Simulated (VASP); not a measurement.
# Bi (R-3m) in VASP: notebook, part 2 of 2

VASP 6.6.1.

### 3 Electric field gradients, PBE (equal xx and yy strain of -3 %)

File INCAR:

```
SYSTEM = Bi
  PREC = Accurate
  ENCUT = 520
  EDIFF = 1E-8
  ISMEAR = -1
  SIGMA = 0.03
  LREAL = .FALSE.
  LASPH = .TRUE.
  NELM = 100
  ALGO = Normal
  ISIF = 2
  LWAVE = .FALSE.
  LCHARG = .FALSE.
  GGA = PE
  LEFG = .TRUE.
  NBANDS = 22
```

File KPOINTS:

```
regular mesh
0
G
  11 11 11
  0 0 0
```

File POSCAR:

```
Bi
1.0
    2.2048096880      1.2729474669      3.9540000000
   -2.2048096880      1.2729474669      3.9540000000
    0.0000000000     -2.5458949337      3.9540000000
Bi
2
Direct
    0.2338900000      0.2338900000      0.2338900000
    0.7661100000      0.7661100000      0.7661100000
```

Potentials or basis: VASP PAW PBE potentials, release 64 (Bi_d).

Command:

```bash
cat potpaw_PBE.64/Bi_d/POTCAR > POTCAR
mpirun -np 1 vasp_std > vasp.out
```

OUTCAR:

```text
SYSTEM = Bi
   PREC = Accurate
   ENCUT = 520
   EDIFF = 1E-8
   ISMEAR = -1
   LREAL = .FALSE.
   LASPH = .TRUE.
   NELM = 100
   ISIF = 2
   GGA = PE

 ion  position               nearest neighbor table
   1  0.234  0.234  0.234-   2 3.00   2 3.00   2 3.00   2 3.47   2 3.47   2 3.47
   2  0.766  0.766  0.766-   1 3.00   1 3.00   1 3.00   1 3.47   1 3.47   1 3.47

  LATTYP: Found a trigonal (rhomboedric) cell.
 ALAT       =     4.7027329303
 COS(alpha) =     0.5603859325

  Lattice vectors:

 A1 = (   2.2048096880,   1.2729474669,   3.9540000000)
 A2 = (  -2.2048096880,   1.2729474669,   3.9540000000)
 A3 = (   0.0000000000,  -2.5458949337,   3.9540000000)

Analysis of symmetry for initial positions (statically):
=====================================================================
 Subroutine PRICEL returns:
 Original cell was already a primitive cell.

 Routine SETGRP: Setting up the symmetry group for a
[... 788 lines left out ...]
  energy-cutoff  :      520.00
  volume of cell :       66.58
      direct lattice vectors                 reciprocal lattice vectors
     2.204809688  1.272947467  3.954000000     0.226776943  0.130929729  0.084302816
    -2.204809688  1.272947467  3.954000000    -0.226776943  0.130929729  0.084302816
     0.000000000 -2.545894934  3.954000000     0.000000000 -0.261859458  0.084302816

 POSITION                                       TOTAL-FORCE (eV/Angst)
 -----------------------------------------------------------------------------------
      0.00000      0.00000      2.77440         0.000000      0.000000      0.480589
      0.00000      0.00000      9.08760         0.000000     -0.000000     -0.480589
 -----------------------------------------------------------------------------------
    total drift:                                0.000000     -0.000000      0.000000

  FREE ENERGIE OF THE ION-ELECTRON SYSTEM (eV)
  ---------------------------------------------------
  free  energy   TOTEN  =        -7.6624806567 eV

  energy  without entropy=       -7.6619968232  energy(sigma->0) =       -7.66223874

 Electric field gradients (V/A^2)
---------------------------------------------------------------------
 ion       V_xx      V_yy      V_zz      V_xy      V_xz      V_yz
---------------------------------------------------------------------
   1       5.987     5.987   -11.973     0.000     0.000    -0.000
   2       5.987     5.987   -11.973     0.000    -0.000    -0.000
---------------------------------------------------------------------

 Electric field gradients after diagonalization (V/A^2)
 (convention: |V_zz| > |V_xx| > |V_yy|)
----------------------------------------------------------------------
 ion       V_xx      V_yy      V_zz     asymmetry (V_yy - V_xx)/ V_zz
----------------------------------------------------------------------
   1       5.987     5.987   -11.973       0.000
   2       5.987     5.987   -11.973       0.000
----------------------------------------------------------------------

           NMR quadrupolar parameters

 Cq : quadrupolar parameter    Cq=e*Q*V_zz/h
 eta: asymmetry parameters     (V_yy - V_xx)/ V_zz
 Q  : nuclear electric quadrupole moment in mb (millibarn)
----------------------------------------------------------------------
 ion       Cq(MHz)       eta       Q (mb)
----------------------------------------------------------------------
   1      -0.029       0.000       1.000
   2      -0.029       0.000       1.000
----------------------------------------------------------------------
```

OSZICAR:

```text
N       E                     dE             d eps       ncg     rms          rms(c)
DAV:   1     0.309600945203E+03    0.30960E+03   -0.16289E+04  6466   0.167E+03
DAV:   2     0.186811007381E+02   -0.29092E+03   -0.28358E+03  6514   0.443E+02
DAV:   3    -0.675870861391E+01   -0.25440E+02   -0.25118E+02  7672   0.144E+02
DAV:   4    -0.763125775775E+01   -0.87255E+00   -0.87200E+00  8050   0.291E+01
DAV:   5    -0.766903091111E+01   -0.37773E-01   -0.37772E-01  9362   0.543E+00    0.114E+00
DAV:   6    -0.766387414408E+01    0.51568E-02   -0.15441E-02  8494   0.131E+00    0.681E-01
DAV:   7    -0.766222283701E+01    0.16513E-02   -0.11562E-02  8276   0.119E+00    0.109E-01
DAV:   8    -0.766246087829E+01   -0.23804E-03   -0.14070E-03  7668   0.399E-01    0.235E-02
DAV:   9    -0.766248210607E+01   -0.21228E-04   -0.59060E-05  9012   0.591E-02    0.925E-03
DAV:  10    -0.766248016579E+01    0.19403E-05   -0.74491E-06  7474   0.279E-02    0.183E-03
DAV:  11    -0.766248066172E+01   -0.49593E-06   -0.64441E-07  8868   0.607E-03    0.121E-03
DAV:  12    -0.766248059703E+01    0.64687E-07   -0.12101E-07  6468   0.246E-03    0.200E-04
DAV:  13    -0.766248063253E+01   -0.35499E-07   -0.12752E-08  6506   0.905E-04    0.738E-05
DAV:  14    -0.766248064914E+01   -0.16615E-07   -0.18166E-09  4340   0.439E-04    0.436E-05
DAV:  15    -0.766248065673E+01   -0.75825E-08   -0.74523E-10  3986   0.357E-04
   1 F= -.76624807E+01 E0= -.76622387E+01  d E =-.483834E-03
```

stdout:

```text
POSCAR found type information on POSCAR Bi
 POSCAR found :  1 types and       2 ions
 scaLAPACK will be used
 LDA part: xc-table for (Slater+PW92), standard interpolation
 POSCAR, INCAR and KPOINTS ok, starting setup
 FFT: planning ... GRIDC
 FFT: planning ... GRID_SOFT
 FFT: planning ... GRID
 WAVECAR not read
 entering main loop
ion   1

ion   2
```

Wall time 86 s (1 thread of Intel Xeon 6975P-C (Granite Rapids), shared host); peak memory 0.31 GiB.

What came out:

| Quantity | Value |
| --- | --- |
| Free energy | -7.6625 eV |
| Pressure | 5.5 GPa |
| Largest force | 0.481 eV/Å |
| Band gap on the k mesh | zero (bands 15 and 16 overlap by 0.18 eV) |
| Largest electric field gradient by atom | Bi -12.0 V/Å² |

Forces on the atoms (eV/Å):
```
Bi   0.000  0.000  0.481
Bi   0.000  0.000 -0.481
```

Electric field gradients, principal values (V/Å²):
```
atom  least  middle  greatest (by size)
1 Bi  5.987   5.987             -11.973
2 Bi  5.987   5.987             -11.973
```

Caveat: the cell differs from its parent crystal (equal xx and yy strain of -3 %); the cell stands under pressure; without QUAD_EFG the Cq values of the log hold for a quadrupole moment of 1 mb, not for the nuclei; spin-orbit coupling is left out, which moves the levels of the heavy elements.

### 4 Electric field gradients, PBE

This run uses another cell than the first one, of 35.38 Å³/atom.

File INCAR:

```
ALGO = Normal
EDIFF = 1E-8
ENCUT = 520
GGA = PE
ISIF = 2
ISMEAR = -1
LASPH = T
LCHARG = F
LEFG = T
LREAL = F
LWAVE = F
NBANDS = 22
NELM = 60
PREC = Accurate
SIGMA = 0.03
```

File KPOINTS:

```
k-points
0
Gamma
  11 11 11
```

File POSCAR:

```
Bi
1.0
    2.2729996784      1.3123169762      3.9540000000
   -2.2729996784      1.3123169762      3.9540000000
    0.0000000000     -2.6246339523      3.9540000000
Bi
2
Direct
    0.2338900000      0.2338900000      0.2338900000
    0.7661100000      0.7661100000      0.7661100000
```

Potentials or basis: VASP PAW PBE potentials, release 64 (Bi_d).

Command:

```bash
cat potpaw_PBE.64/Bi_d/POTCAR > POTCAR
mpirun -np 1 vasp_std > vasp.out
```

OUTCAR:

```text
EDIFF = 1E-8
   ENCUT = 520
   GGA = PE
   ISIF = 2
   ISMEAR = -1
   LASPH = T
   LREAL = F
   NELM = 60
   PREC = Accurate

 ion  position               nearest neighbor table
   1  0.234  0.234  0.234-   2 3.07   2 3.07   2 3.07   2 3.53   2 3.53   2 3.53
   2  0.766  0.766  0.766-   1 3.07   1 3.07   1 3.07   1 3.53   1 3.53   1 3.53

  LATTYP: Found a trigonal (rhomboedric) cell.
 ALAT       =     4.7458212550
 COS(alpha) =     0.5412184017

  Lattice vectors:

 A1 = (   2.2729996784,   1.3123169762,   3.9540000000)
 A2 = (  -2.2729996784,   1.3123169762,   3.9540000000)
 A3 = (   0.0000000000,  -2.6246339523,   3.9540000000)

Analysis of symmetry for initial positions (statically):
=====================================================================
 Subroutine PRICEL returns:
 Original cell was already a primitive cell.

 Routine SETGRP: Setting up the symmetry group for a
 trigonal (rhombohedral) supercell.

 Subroutine GETGRP returns: Found 12 space group operations
 (whereof 12 operations were pure point group operations)
 out of a pool of 12 trial point group operations.

The static configuration has the point symmetry D_3d.

Analysis of symmetry for dynamics (positions and initial velocities):
=====================================================================
 Subroutine PRICEL returns:
 Original cell was already a primitive cell.

 Routine SETGRP: Setting up the symmetry group for a
 trigonal (rhombohedral) supercell.

 Subroutine GETGRP returns: Found 12 space group operations
 (whereof 12 operations were pure point group operations)
 out of a pool of 12 trial point group operations.

The dynamic configuration has the point symmetry D_3d.

[... 148 lines left out ...]
 cond. band min:       6.4138883991   @ k =   0.4545   0.0909   0.0909
 fundamental gap:      0.1740370988
 Fermi energy:         6.2515687848

 k-point     1 :       0.0000    0.0000    0.0000
  band No.  band energies     occupation
      1     -16.6470      2.00000
      2     -16.6470      2.00000
      3     -16.4983      2.00000
      4     -16.4983      2.00000
      5     -16.4817      2.00000
      6     -16.3163      2.00000
[... 589 lines left out ...]
     21      14.2373      0.00000
     22      14.7040      0.00000

 [... further k-points ...]
[... 5 lines left out ...]
  --------------------------------------------------------------------------------------
  -------------------------------------------------------------------------------------
  Total        0.7423246      0.7423246      0.7936490      0.0000000      0.0000000      0.0000000
  in kB       16.8065427     16.8065427     17.9685487      0.0000000      0.0000000      0.0000000
  external PRESSURE =      17.1938780 kB  Pullay stress =       0.0000000 kB

 VOLUME and BASIS-vectors are now :
 -----------------------------------------------------------------------------
  energy-cutoff  :      520.00
  volume of cell :       70.77
      direct lattice vectors                 reciprocal lattice vectors
     2.272999678  1.312316976  3.954000000     0.219973634  0.127001837  0.084302816
    -2.272999678  1.312316976  3.954000000    -0.219973634  0.127001837  0.084302816
     0.000000000 -2.624633952  3.954000000     0.000000000 -0.254003674  0.084302816

 POSITION                                       TOTAL-FORCE (eV/Angst)
 -----------------------------------------------------------------------------------
      0.00000      0.00000      2.77440         0.000000      0.000000      0.198121
      0.00000      0.00000      9.08760         0.000000     -0.000000     -0.198121
 -----------------------------------------------------------------------------------
    total drift:                                0.000000     -0.000000      0.000000

  FREE ENERGIE OF THE ION-ELECTRON SYSTEM (eV)
  ---------------------------------------------------
  free  energy   TOTEN  =        -7.7604809995 eV

  energy  without entropy=       -7.7598622996  energy(sigma->0) =       -7.76017165

 Electric field gradients (V/A^2)
---------------------------------------------------------------------
 ion       V_xx      V_yy      V_zz      V_xy      V_xz      V_yz
---------------------------------------------------------------------
   1      17.115    17.115   -34.231    -0.000    -0.000    -0.000
   2      17.115    17.115   -34.231    -0.000    -0.000    -0.000
---------------------------------------------------------------------

 Electric field gradients after diagonalization (V/A^2)
 (convention: |V_zz| > |V_xx| > |V_yy|)
----------------------------------------------------------------------
 ion       V_xx      V_yy      V_zz     asymmetry (V_yy - V_xx)/ V_zz
----------------------------------------------------------------------
   1      17.115    17.115   -34.231       0.000
   2      17.115    17.115   -34.231       0.000
----------------------------------------------------------------------

           NMR quadrupolar parameters

 Cq : quadrupolar parameter    Cq=e*Q*V_zz/h
 eta: asymmetry parameters     (V_yy - V_xx)/ V_zz
 Q  : nuclear electric quadrupole moment in mb (millibarn)
----------------------------------------------------------------------
 ion       Cq(MHz)       eta       Q (mb)
----------------------------------------------------------------------
   1      -0.083       0.000       1.000
   2      -0.083       0.000       1.000
----------------------------------------------------------------------
```

OSZICAR:

```text
N       E                     dE             d eps       ncg     rms          rms(c)
DAV:   1     0.304923358086E+03    0.30492E+03   -0.16180E+04  6424   0.163E+03
DAV:   2     0.179673480414E+02   -0.28696E+03   -0.27999E+03  6514   0.433E+02
DAV:   3    -0.688137154761E+01   -0.24849E+02   -0.24597E+02  7774   0.142E+02
DAV:   4    -0.772844598865E+01   -0.84707E+00   -0.84671E+00  8052   0.289E+01
DAV:   5    -0.776268179241E+01   -0.34236E-01   -0.34235E-01  9276   0.519E+00    0.106E+00
DAV:   6    -0.776025943976E+01    0.24224E-02   -0.15998E-02  8418   0.135E+00    0.638E-01
DAV:   7    -0.776024725303E+01    0.12187E-04   -0.11011E-02  8054   0.118E+00    0.108E-01
DAV:   8    -0.776045754953E+01   -0.21030E-03   -0.13505E-03  7642   0.399E-01    0.243E-02
DAV:   9    -0.776048151042E+01   -0.23961E-04   -0.57138E-05  9264   0.580E-02    0.979E-03
DAV:  10    -0.776048055519E+01    0.95523E-06   -0.78850E-06  7324   0.274E-02    0.170E-03
DAV:  11    -0.776048098148E+01   -0.42629E-06   -0.60508E-07  8450   0.578E-03    0.124E-03
DAV:  12    -0.776048093834E+01    0.43141E-07   -0.13524E-07  6746   0.234E-03    0.228E-04
DAV:  13    -0.776048096873E+01   -0.30386E-07   -0.11118E-08  6386   0.787E-04    0.873E-05
DAV:  14    -0.776048099941E+01   -0.30682E-07   -0.19149E-09  4202   0.406E-04    0.312E-05
DAV:  15    -0.776048099947E+01   -0.57298E-10   -0.47679E-10  3896   0.253E-04
   1 F= -.77604810E+01 E0= -.77601716E+01  d E =-.618700E-03
```

Run time: 1.8 min. Hardware: 1 thread of Intel Xeon Platinum 8559C (Emerald Rapids), shared host; peak memory 0.32 GiB.

What came out:

| Quantity | Value |
| --- | --- |
| Free energy | -7.7605 eV |
| Pressure | 1.7 GPa |
| Largest force | 0.198 eV/Å |
| Band gap on the k mesh | zero (bands 15 and 16 overlap by 0.05 eV) |
| Largest electric field gradient by atom | Bi -34.2 V/Å² |

Forces on the atoms (eV/Å):
```
Bi   0.000  0.000  0.198
Bi   0.000  0.000 -0.198
```

Levels at points of the mesh, in eV from the Fermi level:
```
           k point  band 11  band 12  band 13  band 14  band 15  band 16  band 17  band 18  band 19  band 20
(0.00, 0.00, 0.00)   -13.04    -7.45    -1.44    -1.18    -1.18     2.50     2.98     2.98     5.69     5.82
```

Electric field gradients, principal values (V/Å²):
| atom | least | middle | greatest (by size) |
| --- | --- | --- | --- |
| 1 Bi | 17.115 | 17.115 | -34.231 |
| 2 Bi | 17.115 | 17.115 | -34.231 |

Caveat: without QUAD_EFG the Cq values of the log hold for a quadrupole moment of 1 mb, not for the nuclei; spin-orbit coupling is left out, which moves the levels of the heavy elements.
